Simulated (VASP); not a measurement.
# Nb5O (P6/mmm) in VASP: notebook, part 2 of 2

VASP 6.6.1. Earlier steps stand in the parts before.

### Step 3. Relaxation of cell and atoms, PBE, collinear spin, zero start

This run uses another cell than the first one, of 28.81 Å³/atom.

File INCAR:

```
SYSTEM = Nb5O
PREC = Accurate
ENCUT = 600
EDIFF = 1E-6
ISMEAR = 0
SIGMA = 0.1
LREAL = .FALSE.
LASPH = .TRUE.
NELM = 150
ALGO = Normal
ISIF = 3
LWAVE = .FALSE.
LCHARG = .FALSE.
ISPIN = 2
MAGMOM = 0 0 0 0 0 0
LORBIT = 11
LMAXMIX = 4
GGA = PE
IBRION = 2
NSW = 90
EDIFFG = -0.04
```

File KPOINTS:

```
regular mesh
0
G
  3 3 4
  0 0 0
```

File POSCAR:

```
Nb5O
1.0
    6.0450392700      0.0000000000      0.0000000000
   -3.0225196400      5.2351575800      0.0000000000
    0.0000000000      0.0000000000      5.4612827000
Nb O
5 1
Direct
    0.3333333300      0.6666666700      0.2926798100
    0.3333333300      0.6666666700      0.7073201900
    0.6666666700      0.3333333300      0.7073201900
    0.6666666700      0.3333333300      0.2926798100
    0.0000000000      0.0000000000      0.5000000000
    0.0000000000      0.0000000000      0.0000000000
```

Potentials or basis: VASP PAW PBE potentials, release 64 (Nb_sv, O).

On the command line:

```console
$ cat potpaw_PBE.64/Nb_sv/POTCAR potpaw_PBE.64/O/POTCAR > POTCAR
$ mpirun -np 1 vasp_std > vasp.out
```

OUTCAR:

```text
SYSTEM = Nb5O
   PREC = Accurate
   ENCUT = 600
   EDIFF = 1E-6
   ISMEAR = 0
   LREAL = .FALSE.
   LASPH = .TRUE.
   NELM = 150
   ISIF = 3
   ISPIN = 2
   LORBIT = 11
   GGA = PE
   IBRION = 2
   NSW = 90
   EDIFFG = -0.04

 ion  position               nearest neighbor table
   1  0.333  0.667  0.293-   2 2.26
   2  0.333  0.667  0.707-   1 2.26
   3  0.667  0.333  0.707-   4 2.26
   4  0.667  0.333  0.293-   3 2.26
   5  0.000  0.000  0.500-
   6  0.000  0.000  0.000-

  LATTYP: Found a hexagonal cell.
 ALAT       =     6.0450392700
 C/A-ratio  =     0.9034321294

  Lattice vectors:

 A1 = (   6.0450392700,   0.0000000000,   0.0000000000)
 A2 = (  -3.0225196400,   5.2351575800,   0.0000000000)
 A3 = (   0.0000000000,   0.0000000000,   5.4612827000)

Analysis of symmetry for initial positions (statically):
=====================================================================
 Subroutine PRICEL returns:
 Original cell was already a primitive cell.

 Routine SETGRP: Setting up the symmetry group for a
 hexagonal supercell.

 Subroutine GETGRP returns: Found 24 space group operations
 (whereof 24 operations were pure point group operations)
 out of a pool of 24 trial point group operations.

The static configuration has the point symmetry D_6h.

Analysis of symmetry for dynamics (positions and initial velocities):
=====================================================================
 Subroutine PRICEL returns:
 Original cell was already a primitive cell.

 Routine SETGRP: Setting up the symmetry group for a
 hexagonal supercell.

 Subroutine GETGRP returns: Found 24 space group operations
 (whereof 24 operations were pure point group operations)
 out of a pool of 24 trial point group operations.

The dynamic configuration has the point symmetry D_6h.

Analysis of structural, dynamic, and magnetic symmetry:
=====================================================================
 Subroutine PRICEL returns:
 Original cell was already a primitive cell.

 Routine SETGRP: Setting up the symmetry group for a
 hexagonal supercell.
[... 117 lines left out ...]
     AMIX_MAG =   1.60;   BMIX_MAG =  1.00
  volume/ion in A,a.u.               =      28.81       194.39
  Fermi-wavevector in a.u.,A,eV,Ry     =   1.216988  2.299775 20.151055  1.481061
  Thomas-Fermi vector in A             =   2.352324
   LORBIT       =     11    0 simple, 1 ext, 2 COOP (PROOUT), +10 PAW based schemes
   GGA     = PE    functional components
   LHFCALC =     F    Hartree Fock is set to
   AEXX    =    0.0000 exact exchange contribution
   IVDW    =     0    specifies the selected vdW correction
   LEPSILON=     F    determine dielectric tensor
   LRPA    =     F    only Hartree local field effects (RPA)
 conjugate gradient relaxation of ions
 spin polarized calculation
 Gauss-broadening in eV      SIGMA  =   0.10
  energy-cutoff  :      600.00
  volume of cell :      172.83
 maximum number of plane-waves:      5802
   NGX = 25   NGY = 25   NGZ = 21

--------------------------------------- Ionic step        1  -------------------------------------------

 number of electron      71.0000000 magnetization       0.0000000

 number of electron      71.0000000 magnetization      -0.0321744

 Free energy of the ion-electron system (eV)
  ---------------------------------------------------
  ext. energy  EPLUGINS =         0.00000000
  ---------------------------------------------------
  free energy    TOTEN  =       -44.59950143 eV

  energy without entropy =      -44.50735994  energy(sigma->0) =      -44.55343069

 E-fermi :   4.5983     XC(G=0):  -9.4957

 val. band max:        4.5981897182   @ k =   0.3333   0.3333   0.5000
 cond. band min:       4.6022648260   @ k =   0.3333   0.3333   0.5000
 fundamental gap:      0.0040751078
 Fermi energy:         4.5983207719
[... 1755 lines left out ...]
     41      10.8864      0.00000
     42      12.3545      0.00000

[... ionic steps 4 to 12 ...]

--------------------------------------- Ionic step       13  -------------------------------------------

 number of electron      71.0000003 magnetization       0.0000003

 number of electron      71.0000003 magnetization      -0.0000003
[... 81 lines left out ...]
 number of electron      71.0000003 magnetization      -0.0000034

 number of electron      71.0000003 magnetization       0.0000035

 Free energy of the ion-electron system (eV)
  ---------------------------------------------------
  ext. energy  EPLUGINS =         0.00000000
  ---------------------------------------------------
  free energy    TOTEN  =       -53.67998339 eV

  energy without entropy =      -53.64515697  energy(sigma->0) =      -53.66257018

 E-fermi :  10.4439     XC(G=0): -12.1832

 val. band max:       10.4221077014   @ k =   0.3333   0.3333   0.2500
 cond. band min:      10.4534799208   @ k =   0.3333   0.0000   0.0000
 fundamental gap:      0.0313722194
 Fermi energy:        10.4439354562
[... 846 lines left out ...]
  FREE ENERGIE OF THE ION-ELECTRON SYSTEM (eV)
  ---------------------------------------------------
  free  energy   TOTEN  =       -53.6799833860 eV

  energy  without entropy=      -53.6451569666  energy(sigma->0) =      -53.66257018

 reached required accuracy - stopping structural energy minimisation

 total charge

# of ion       s       p       d       tot
------------------------------------------
    1        2.236   5.964   2.671  10.871
    2        2.236   5.964   2.671  10.871
    3        2.236   5.964   2.671  10.871
    4        2.236   5.964   2.671  10.871
    5        2.182   6.000   2.399  10.581
    6        1.617   3.120   0.000   4.737
--------------------------------------------------
tot         12.743  32.976  13.085  58.803

 magnetization (x)

# of ion       s       p       d       tot
------------------------------------------
    1        0.000  -0.000  -0.000   0.000
    2        0.000  -0.000  -0.000   0.000
    3        0.000  -0.000  -0.000   0.000
    4        0.000  -0.000  -0.000   0.000
    5       -0.000  -0.000   0.000   0.000
    6       -0.000  -0.000   0.000  -0.000
--------------------------------------------------
tot          0.000  -0.000   0.000   0.000
```

OSZICAR:

```text
N       E                     dE             d eps       ncg     rms          rms(c)
DAV:   1     0.934577497760E+03    0.93458E+03   -0.40618E+04  1544   0.181E+03
[... 211 lines left out ...]
DAV:   3    -0.536800945199E+02    0.48840E-03   -0.23870E-03  2458   0.333E-01    0.115E-01
DAV:   4    -0.536799574611E+02    0.13706E-03   -0.12097E-03  2312   0.151E-01    0.520E-02
DAV:   5    -0.536799695913E+02   -0.12130E-04   -0.11867E-04  2552   0.560E-02    0.312E-02
DAV:   6    -0.536799846631E+02   -0.15072E-04   -0.68505E-05  2466   0.324E-02    0.176E-02
DAV:   7    -0.536799858699E+02   -0.12069E-05   -0.13735E-05  2118   0.216E-02    0.883E-03
DAV:   8    -0.536799837966E+02    0.20734E-05   -0.86781E-06  2042   0.199E-02    0.315E-03
DAV:   9    -0.536799833860E+02    0.41056E-06   -0.11694E-06   946   0.959E-03
  15 F= -.53679983E+02 E0= -.53662570E+02  d E =-.340172E-03  mag=     0.0000
```

It took 58 min on 1 thread of Oxide Virtual Turin-like, shared host; peak memory 0.45 GiB.

What came out:

```
Free energy                                           : -53.6800 eV
Relaxed volume                                        : 16.86 Å³/atom
Relaxed cell                                          : a = 4.717 Å, b = 4.717 Å, c = 5.251 Å, α = 90.00°, β = 90.00°, γ = 120.00°
Space group after relaxing (to 0.1 Å)                 : P6/mmm (No. 191)
Energy gained by relaxing                             : 1513.4 meV/atom
Ionic steps                                           : 15
Pressure after relaxing                               : 0.0 GPa
Largest force after relaxing                          : 0.004 eV/Å
Net moment                                            : 0.00 μB per cell
Valence electrons inside the program's atomic spheres : Nb 10.87, 10.58 (each value once); O 4.74
```

Forces in eV/Å, atoms in the order of the input:
```
Nb   0.000  0.000  0.004
Nb   0.000  0.000 -0.004
Nb   0.000  0.000 -0.004
Nb   0.000  0.000  0.004
Nb   0.000  0.000  0.000
O    0.000  0.000  0.000
```

Step by step:
```tsv
step	energy change (eV)	largest force (eV/Å)	pressure (GPa)	volume (Å³)
1	0.0000	0.2333	-20.09	172.83
2	2.0861	22.2463	63.21	97.18
3	-3.8692	5.5494	-5.04	131.44
4	-7.6504	0.6029	20.89	93.48
5	-7.9372	1.1737	10.66	99.11
6	-8.4095	2.4149	-8.24	107.48
7	-8.6397	1.4933	-3.18	104.23
8	-9.0289	0.5868	-2.07	102.27
9	-8.9837	0.0981	1.81	100.21
10	-9.0737	0.2977	-0.81	101.49
11	-9.0739	0.2762	-0.70	101.43
12	-9.0767	0.1250	0.87	100.63
13	-9.0801	0.0515	0.18	100.97
14	-9.0801	0.0465	0.19	100.96
15	-9.0805	0.0038	-0.05	101.16
```

Final structure:
```
Nb O
1.0
     4.71659    0.00000    0.00000
    -2.35829    4.08468    0.00000
     0.00000    0.00000    5.25088
Nb O
5 1
Direct
  0.33333 0.66667 0.25762
  0.33333 0.66667 0.74238
  0.66667 0.33333 0.74238
  0.66667 0.33333 0.25762
  0.00000 0.00000 0.50000
  0.00000 0.00000 0.00000
```

Caveat: the k points lie up to 0.51 Å⁻¹ apart in the final cell; the volume moved by over 15 % at a fixed basis, so the end points are rough; no moment was typed at the start, so none could form.
